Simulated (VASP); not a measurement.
# Mo (Im-3m) in VASP: notebook

Runs on Mo. Level: r2SCAN. Tasks: single point, relaxation of cell and atoms.

All numbers are computed with VASP 6.6.1; they aren't measurements. Logs are shortened: lines on timing, memory, paths and dates and some standing lists are left out, and cuts for length are marked.

### Step 1. The cell of the first run

It takes space group Im-3m (No. 229, cubic). Conventional cell: a = 3.151 Å, b = 3.151 Å, c = 3.151 Å, α = 90.00°, β = 90.00°, γ = 90.00°. Within 3.6 Å of Mo (site symmetry m-3m) lie 14 Mo at 2.73 to 3.15 Å.

### Step 2. Single point, r2SCAN

File POSCAR:

```
Mo
1.0
   -1.5754260159      1.5754260159      1.5754260159
    1.5754260159     -1.5754260159      1.5754260159
    1.5754260159      1.5754260159     -1.5754260159
Mo
1
Direct
    0.0000000000      0.0000000000      0.0000000000
```

File INCAR.step1:

```
PREC = Accurate ; ENCUT = 520
ISMEAR = 1 ; SIGMA = 0.1
LREAL = False ; LASPH = True
NELM = 80 ; NBANDS = 13
GGA = PE ; ALGO = Normal
EDIFF = 1E-4 ; LWAVE = True
LCHARG = False
```

File INCAR.step2:

```
PREC = Accurate ; ENCUT = 520
EDIFF = 1E-6 ; ISMEAR = 1
SIGMA = 0.1 ; LREAL = False
LASPH = True ; NELM = 80
ALGO = Normal ; ISIF = 2
LWAVE = False ; LCHARG = False
METAGGA = R2SCAN ; LMIXTAU = True
NBANDS = 13 ; ISTART = 1
```

File KPOINTS:

```
regular mesh
0
Gamma
  19 19 19
```

Potentials or basis: VASP PAW PBE potentials, release 64 (Mo_sv).

Started as:

```
cat potpaw_PBE.64/Mo_sv/POTCAR > POTCAR
cp INCAR.step1 INCAR
mpirun -np 1 vasp_std > vasp.out
cp INCAR.step2 INCAR
mpirun -np 1 vasp_std > vasp.out
```

OUTCAR:

```text
PREC = Accurate
   ENCUT = 520
   EDIFF = 1E-6
   ISMEAR = 1
   LREAL = False
   LASPH = True
   NELM = 80
   ISIF = 2
   METAGGA = R2SCAN
   ISTART = 1

 ion  position               nearest neighbor table
   1  0.000  0.000  0.000-

  LATTYP: Found a body centered cubic cell.
 ALAT       =     3.1508520318

  Lattice vectors:

 A1 = (  -1.5754260159,   1.5754260159,   1.5754260159)
 A2 = (   1.5754260159,  -1.5754260159,   1.5754260159)
 A3 = (   1.5754260159,   1.5754260159,  -1.5754260159)

Analysis of symmetry for initial positions (statically):
=====================================================================
 Subroutine PRICEL returns:
 Original cell was already a primitive cell.

 Routine SETGRP: Setting up the symmetry group for a
 body centered cubic supercell.

 Subroutine GETGRP returns: Found 48 space group operations
 (whereof 48 operations were pure point group operations)
 out of a pool of 48 trial point group operations.

The static configuration has the point symmetry O_h .

Analysis of symmetry for dynamics (positions and initial velocities):
=====================================================================
 Subroutine PRICEL returns:
 Original cell was already a primitive cell.

 Routine SETGRP: Setting up the symmetry group for a
 body centered cubic supercell.

 Subroutine GETGRP returns: Found 48 space group operations
 (whereof 48 operations were pure point group operations)
 out of a pool of 48 trial point group operations.

The dynamic configuration has the point symmetry O_h .

 Subroutine INISYM returns: Found 48 space group operations
 (whereof 48 operations are pure point group operations),
 and found     1 'primitive' translations

----------------------------------------------------------------------------------------

                                     Primitive cell

  volume of cell :      15.6406

  direct lattice vectors                    reciprocal lattice vectors
    -1.575426016  1.575426016  1.575426016     0.000000000  0.317374472  0.317374472
     1.575426016 -1.575426016  1.575426016     0.317374472  0.000000000  0.317374472
     1.575426016  1.575426016 -1.575426016     0.317374472  0.317374472  0.000000000

  length of vectors
     2.728717903  2.728717903  2.728717903     0.448835283  0.448835283  0.448835283

  position of ions in fractional coordinates (direct lattice)
     0.000000000  0.000000000  0.000000000

  ion indices of the primitive-cell ions
   primitive index   ion index
                 1           1

----------------------------------------------------------------------------------------

 KPOINTS: regular mesh

Automatic generation of k-mesh.
 Grid dimensions read from file:
 generate k-points for:   19   19   19

 Generating k-lattice:

  Cartesian coordinates                     Fractional coordinates (reciprocal lattice)
     0.000000000  0.016703920  0.016703920     0.052631579  0.000000000  0.000000000
     0.016703920  0.000000000  0.016703920     0.000000000  0.052631579  0.000000000
     0.016703920  0.016703920  0.000000000     0.000000000  0.000000000  0.052631579

  Length of vectors
     0.023622910  0.023622910  0.023622910

  Shift w.r.t. Gamma in fractional coordinates (k-lattice)
     0.000000000  0.000000000  0.000000000

 Subroutine IBZKPT returns following result:
 ===========================================

 Found    220 irreducible k-points:

 Following reciprocal coordinates:
            Coordinates               Weight
  0.000000  0.000000  0.000000      1.000000
  0.052632  0.000000  0.000000     12.000000
  0.105263  0.000000  0.000000     12.000000
  0.157895  0.000000  0.000000     12.000000
  0.210526  0.000000  0.000000     12.000000
  0.263158  0.000000  0.000000     12.000000
[... 16 lines left out ...]
  0.263158  0.105263 -0.000000     48.000000
  0.315789  0.105263 -0.000000     48.000000
 [... further k-points ...]
   k-points           NKPTS =    220   k-points in BZ     NKDIM =    220   number of bands    NBANDS=     13
   number of dos      NEDOS =    301   number of ions     NIONS =      1
   total plane-waves  NPLWV =   8000
   dimension x,y,z NGX =    20 NGY =   20 NGZ =   20
   dimension x,y,z NGXF=    40 NGYF=   40 NGZF=   40
   ions per type =               1
   NGX,Y,Z   is equivalent  to a cutoff of  12.18, 12.18, 12.18 a.u.
   NGXF,Y,Z  is equivalent  to a cutoff of  24.37, 24.37, 24.37 a.u.
 SYSTEM =  unknown system
   PREC   = accura    normal or accurate (medium, high low for compatibility)
   ISTART =      1    job   : 0-new  1-cont  2-samecut
   ICHARG =      0    charge: 1-file 2-atom 10-const
   ISPIN  =      1    spin polarized calculation?
   LNONCOLLINEAR =      F non collinear calculations
   LSORBIT =      F    spin-orbit coupling
   LASPH  =      T    aspherical Exc in radial PAW
   ENCUT  =  520.0 eV  38.22 Ry    6.18 a.u.   5.07  5.07  5.07*2*pi/ulx,y,z
   NELM   =     80;   NELMIN=  2; NELMDL=  0     # of ELM steps
   EDIFF  = 0.1E-05   stopping-criterion for ELM
   LREAL  =      F    real-space projection
   EDIFFG = 0.1E-04   stopping-criterion for IOM
   NSW    =      0    number of steps for IOM
   IBRION =     -1    ionic relax: 0-MD 1-quasi-New 2-CG
   NFREE  =      0    steps in history (QN), initial steepest desc. (CG)
   ISIF   =      2    stress and relaxation
   ISYM   =      2    0-nonsym 1-usesym 2-fastsym
   POTIM  = 0.5000    time-step for ionic-motion
   TEBEG  =    0.0;   TEEND  =   0.0 temperature during run
   PSTRESS=    0.0 pullay stress
   NELECT =      14.0000    total number of electrons
   NUPDOWN=      -1.0000    fix difference up-down
   EMIN   =  10.00;   EMAX   =-10.00  energy-range for DOS
   EFERMI =   0.00;   METHOD = LEGACY
   ISMEAR =     1;   SIGMA  =   0.10  broadening in eV -4-tet -1-fermi 0-gaus
   EFERMI_NEDOS =   21; number of points for ismear=-14 and -15
   IALGO  =     38    algorithm
   IMIX   =      4    mixing-type and parameters
     AMIX     =   0.40;   BMIX     =  1.00
     AMIX_MAG =   1.60;   BMIX_MAG =  1.00
  volume/ion in A,a.u.               =      15.64       105.55
  Fermi-wavevector in a.u.,A,eV,Ry     =   1.577731  2.981478 33.868080  2.489234
  Thomas-Fermi vector in A             =   2.678368
   LORBIT       =      0    0 simple, 1 ext, 2 COOP (PROOUT), +10 PAW based schemes
   METAGGA = R2SCAN    functional components
   LHFCALC =     F    Hartree Fock is set to
   AEXX    =    0.0000 exact exchange contribution
   IVDW    =     0    specifies the selected vdW correction
   LEPSILON=     F    determine dielectric tensor
   LRPA    =     F    only Hartree local field effects (RPA)
 non-spin polarized calculation
 Methfessel and Paxton  Order N= 1 SIGMA  =   0.10
  energy-cutoff  :      520.00
  volume of cell :       15.64
 maximum number of plane-waves:       435
   NGX = 11   NGY = 11   NGZ = 11

 number of electron      14.0000002 magnetization

 Free energy of the ion-electron system (eV)
  ---------------------------------------------------
  ext. energy  EPLUGINS =         0.00000000
  ---------------------------------------------------
  free energy    TOTEN  =       -26.07867633 eV

  energy without entropy =      -26.07875644  energy(sigma->0) =      -26.07870304

 E-fermi :  12.5819     XC(G=0): -14.6346

 val. band max:       12.5730866353   @ k =   0.3684   0.0526  -0.0000
 cond. band min:      12.5841414125   @ k =  -0.2105   0.2105   0.1053
 fundamental gap:      0.0110547772
 Fermi energy:        12.5818772212

 k-point     1 :       0.0000    0.0000    0.0000
  band No.  band energies     occupation
      1     -50.6920      2.00000
      2     -23.1644      2.00000
      3     -23.1644      2.00000
      4     -23.1644      2.00000
      5       4.8786      2.00000
      6      11.1149      2.00000
      7      11.1149      2.00000
      8      11.1149      2.00000
      9      14.4476     -0.00000
     10      14.4476     -0.00000
     11      28.0346      0.00000
     12      28.0346      0.00000
     13      28.0346      0.00000

 k-point     2 :       0.0526    0.0000    0.0000
  band No.  band energies     occupation
      1     -50.6843      2.00000
      2     -23.2081      2.00000
      3     -23.1777      2.00000
      4     -23.1647      2.00000
      5       5.0082      2.00000
      6      11.0408      2.00000
      7      11.1024      2.00000
      8      11.2352      2.00000
      9      14.3351     -0.00000
     10      14.4484     -0.00000
     11      28.1321      0.00000
     12      28.2523      0.00000
     13      28.2882      0.00000

 k-point     3 :       0.1053    0.0000    0.0000
  band No.  band energies     occupation
      1     -50.6619      2.00000
      2     -23.3335      2.00000
      3     -23.2162      2.00000
      4     -23.1656      2.00000
      5       5.3803      2.00000
      6      10.8335      2.00000
      7      11.0505      2.00000
      8      11.5916      2.00000
      9      14.0770     -0.00000
     10      14.4553     -0.00000
     11      28.3712      0.00000
     12      28.8881      0.00000
     13      28.9282      0.00000

 k-point     4 :       0.1579    0.0000    0.0000
  band No.  band energies     occupation
      1     -50.6270      2.00000
      2     -23.5243      2.00000
      3     -23.2753      2.00000
      4     -23.1671      2.00000
      5       5.9386      2.00000
      6      10.5311      2.00000
      7      10.9411      2.00000
      8      12.1702      2.00000
      9      13.8478     -0.00000
     10      14.4803     -0.00000
     11      28.5708      0.00000
     12      29.6059      0.00000
     13      29.8969      0.00000

 k-point     5 :       0.2105    0.0000    0.0000
  band No.  band energies     occupation
      1     -50.5834      2.00000
      2     -23.7568      2.00000
      3     -23.3480      2.00000
      4     -23.1689      2.00000
      5       6.5661      2.00000
      6      10.1808      2.00000
      7      10.8376      2.00000
      8      12.9465     -0.00000
      9      13.7795     -0.00000
     10      14.5362     -0.00000
     11      28.4355      0.00000
     12      29.8024      0.00000
     13      31.2179      0.00000
[... 257 lines left out ...]
 k-point    22 :       0.2105    0.1053   -0.0000
  band No.  band energies     occupation
      1     -50.5208      2.00000
      2     -24.0430      2.00000
      3     -23.4367      2.00000
      4     -23.2252      2.00000
      5       7.3988      2.00000
      6       9.8624      2.00000
      7      10.4815      2.00000
      8      13.5824     -0.00000
      9      14.4682     -0.00000
     10      14.9260      0.00000
     11      28.1939      0.00000
     12      29.1401      0.00000
     13      32.0016      0.00000

 k-point    23 :       0.2632    0.1053   -0.0000
  band No.  band energies     occupation
      1     -50.4763      2.00000
      2     -24.2461      2.00000
      3     -23.5255      2.00000
      4     -23.2298      2.00000
      5       7.6024      2.00000
      6       9.5579      2.00000
      7      10.9015      2.00000
      8      13.7933     -0.00000
      9      15.0048      0.00000
     10      15.6335      0.00000
     11      27.1919      0.00000
     12      28.1654      0.00000
     13      33.0637      0.00000

 k-point    24 :       0.3158    0.1053   -0.0000
  band No.  band energies     occupation
      1     -50.4376      2.00000
      2     -24.4180      2.00000
      3     -23.6027      2.00000
      4     -23.2332      2.00000
      5       7.5348      2.00000
      6       9.3198      2.00000
      7      11.6202      2.00000
      8      14.0644     -0.00000
      9      15.1560      0.00000
     10      16.7412      0.00000
     11      26.2184      0.00000
     12      26.9826      0.00000
     13      31.9470      0.00000

 [... further k-points ...]
[... 5 lines left out ...]
  --------------------------------------------------------------------------------------
  -------------------------------------------------------------------------------------
  Total        0.1139791      0.1139791      0.1139791     -0.0000000     -0.0000000      0.0000000
  in kB       11.6756709     11.6756709     11.6756709     -0.0000000     -0.0000000      0.0000000
  external PRESSURE =      11.6756709 kB  Pullay stress =       0.0000000 kB

 VOLUME and BASIS-vectors are now :
 -----------------------------------------------------------------------------
  energy-cutoff  :      520.00
  volume of cell :       15.64
      direct lattice vectors                 reciprocal lattice vectors
    -1.575426016  1.575426016  1.575426016     0.000000000  0.317374472  0.317374472
     1.575426016 -1.575426016  1.575426016     0.317374472  0.000000000  0.317374472
     1.575426016  1.575426016 -1.575426016     0.317374472  0.317374472  0.000000000

 POSITION                                       TOTAL-FORCE (eV/Angst)
 -----------------------------------------------------------------------------------
      0.00000      0.00000      0.00000         0.000000      0.000000     -0.000000
 -----------------------------------------------------------------------------------
    total drift:                                0.000000     -0.000000      0.000000

  FREE ENERGIE OF THE ION-ELECTRON SYSTEM (eV)
  ---------------------------------------------------
  free  energy   TOTEN  =       -26.0786763347 eV

  energy  without entropy=      -26.0787564399  energy(sigma->0) =      -26.07870304
```

It took 49 s on 1 thread of Intel Xeon 6975P-C (Granite Rapids), shared host; peak memory 0.15 GiB.

What came out:

```
Free energy            : -26.0787 eV
Pressure               : 1.2 GPa
Band gap on the k mesh : zero (bands 7 and 8 overlap by 5.36 eV)
```

Caveat: the PAW data sets were made with another functional, which shifts forces and pressure a little.

### Step 3. Relaxation of cell and atoms, r2SCAN

This run uses another cell than the first one, of 15.58 Å³/atom.

File POSCAR:

```
Mo
1.0
   -1.5734150000      1.5734150000      1.5734150000
    1.5734150000     -1.5734150000      1.5734150000
    1.5734150000      1.5734150000     -1.5734150000
Mo
1
Direct
    0.0000000000      0.0000000000      0.0000000000
```

File INCAR.step1:

```
SYSTEM = Mo
PREC = Accurate
ENCUT = 600
ISMEAR = 1
SIGMA = 0.1
LREAL = .FALSE.
LASPH = .TRUE.
NELM = 100
GGA = PE
ALGO = Normal
EDIFF = 1E-4
LWAVE = .TRUE.
LCHARG = .FALSE.
```

File INCAR.step2:

```
SYSTEM = Mo
PREC = Accurate
ENCUT = 600
EDIFF = 1E-6
ISMEAR = 1
SIGMA = 0.1
LREAL = .FALSE.
LASPH = .TRUE.
NELM = 100
ALGO = Normal
ISIF = 3
LWAVE = .FALSE.
LCHARG = .FALSE.
METAGGA = R2SCAN
LMIXTAU = .TRUE.
IBRION = 2
NSW = 80
EDIFFG = -0.01
ISTART = 1
```

File KPOINTS:

```
regular mesh
0
G
  19 19 19
  0 0 0
```

Potentials or basis: VASP PAW PBE potentials, release 64 (Mo_sv).

Started as:

```
cat potpaw_PBE.64/Mo_sv/POTCAR > POTCAR
cp INCAR.step1 INCAR
mpirun -np 1 vasp_std > vasp.out
cp INCAR.step2 INCAR
mpirun -np 1 vasp_std > vasp.out
```

Run time: 2 min. Hardware: 1 thread of Intel Xeon 6975P-C (Granite Rapids), shared host; peak memory 0.18 GiB.

The run converged. Its results:

| Item | Value |
| --- | --- |
| Free energy | -26.0771 eV |
| Relaxed volume | 15.71 Å³/atom |
| Relaxed cell | a = 2.732 Å, b = 2.732 Å, c = 2.732 Å, α = 109.47°, β = 109.47°, γ = 109.47° |
| Space group after relaxing (to 0.1 Å) | Im-3m (No. 229) |
| Energy gained by relaxing | 0.8 meV/atom |
| Ionic steps | 3 |
| Pressure after relaxing | 0.0 GPa |
| Band gap on the k mesh | zero (bands 7 and 8 overlap by 5.33 eV) |

Step by step:
```tsv
step	energy change (eV)	largest force (eV/Å)	pressure (GPa)	volume (Å³)
1	0.0000	0.0000	2.20	15.58
2	0.0060	0.0000	-5.95	16.07
3	-0.0008	0.0000	-0.01	15.71
```

Final structure:
```
Mo
1.0
    -1.57760    1.57760    1.57760
     1.57760   -1.57760    1.57760
     1.57760    1.57760   -1.57760
Mo
1
Cartesian
  0.0000 0.0000 0.0000
```

Levels at points of the mesh, in eV from the Fermi level:
| k point | band 3 | band 4 | band 5 | band 6 | band 7 | band 8 | band 9 | band 10 | band 11 |
| --- | --- | --- | --- | --- | --- | --- | --- | --- | --- |
| (0.00, 0.00, 0.00) | -35.75 | -35.75 | -7.69 | -1.46 | -1.46 | -1.46 | 1.86 | 1.86 | 15.45 |

Caveat: the PAW data sets were made with another functional, which shifts forces and pressure a little. Zero-point motion and thermal expansion aren't in these numbers.
